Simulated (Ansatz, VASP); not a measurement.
Given: the input of a run of VASP 6.6.1 on Mg.

INCAR

```
SYSTEM = Mg
PREC = Accurate
ENCUT = 520
EDIFF = 1E-7
ISMEAR = 0
SIGMA = 0.028000000000000004
LREAL = .False.
LASPH = .True.
NELM = 80
ALGO = Normal
ISIF = 2
LWAVE = .False.
LCHARG = .False.
GGA = PE
NBANDS = 12
```

KPOINTS

```
regular mesh
0
Gamma
  10 10 3
  0 0 0
```

Contents of POSCAR:

```
Mg
1.0
    3.1768261656      0.0000000000      0.0000000000
   -1.5884130828      2.7512121628      0.0000000000
    0.0000000000      0.0000000000     10.3188620100
Mg
4
Direct
    0.6666666667      0.3333333333      0.7500000000
    0.0000000000      0.0000000000      0.5000000000
    0.3333333333      0.6666666667      0.2500000000
    0.0000000000      0.0000000000      0.0000000000
```

Potentials or basis: VASP PAW PBE potentials, release 64 (Mg).

Run with:

```bash
$ cat potpaw_PBE.64/Mg/POTCAR > POTCAR
$ mpirun -np 1 vasp_std > vasp.out
```

**Question.** Set up the same calculation for Ansatz 0.2.0. Potentials there: Ansatz PAW.

**Answer.** As run (the cutoff follows the program's own potentials):

File input.yaml:

```yaml
crystal:
  lattice:
    - [3.1768261656, 0.0, 0.0]
    - [-1.5884130828, 2.7512121628, 0.0]
    - [0.0, 0.0, 10.31886201]
  atoms:
    - { symbol: Mg, position: [0.6666666667, 0.3333333333, 0.75] }
    - { symbol: Mg, position: [0.0, 0.0, 0.5] }
    - { symbol: Mg, position: [0.3333333333, 0.6666666667, 0.25] }
    - { symbol: Mg, position: [0.0, 0.0, 0.0] }
hamiltonian:
  xc: pbe
  pseudopotentials: { kind: paw }
kpoints:
  mp_grid: { grid: [10, 10, 3] }
scf:
  occupations: { method: gaussian, width: 0.028 }
output:
  forces: true
  stress: true
  eigenvalues: true
```

Potentials or basis: Ansatz PAW.

Launch:

```sh
$ ansatz run input.yaml --threads 2 --pin off --max-ram 5632MiB --backend cpu --events-out ev --progress --plain --runs-dir out
```

Both were run:

|  | VASP | Ansatz | Ansatz less VASP |
| --- | --- | --- | --- |
| gap on the k mesh at the Fermi level (eV) | none | none | - |
| pressure (GPa) | 0.8 | 1.0 | +0.12 |
| traceless stress, the component that is largest in VASP (GPa) | 0.90 | 0.90 | 0.000 |

A gap of «none» marks a metal or a gap that the smearing closes. VASP's potentials hold 8 valence electrons a cell and Ansatz's 40, so a difference there can come from the potentials and not from the codes.
